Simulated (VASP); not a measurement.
Crystal: PbSe (Clausthalite).

```xyz
2
Lattice="0.0000 3.0401 3.0401 3.0401 0.0000 3.0401 3.0401 3.0401 0.0000" Properties=species:S:1:pos:R:3 pbc="T T T"
Pb    0.0000    0.0000    0.0000
Se    3.0401    3.0401    3.0401
```

Base run:

| Property | Result |
| --- | --- |
| Program | VASP 6.6.1 |
| Functional | PBE exchange alone |
| Potentials or basis | VASP PAW PBE potentials, release 64 (Pb_d, Se) |
| Cutoff | 520 eV |
| k mesh | 8 × 8 × 8 |
| Occupations | fermi-dirac, width 0.05 eV |
| Spin | no spin polarisation |

Its results: band gap on the k mesh 0.36 eV, direct; pressure 13.0 GPa.

**Question.** The run is repeated on the same cell with these changes: functional from PBE exchange alone to PBEsol. What comes out?

**Answer.** Band gap on the k mesh 0.13 eV, direct; pressure 0.6 GPa.

Caveats: spin-orbit coupling is left out, which moves the levels of the heavy elements; the PAW data sets were made with another functional, which shifts forces and pressure a little (some runs).

A k mesh can miss the band edges.
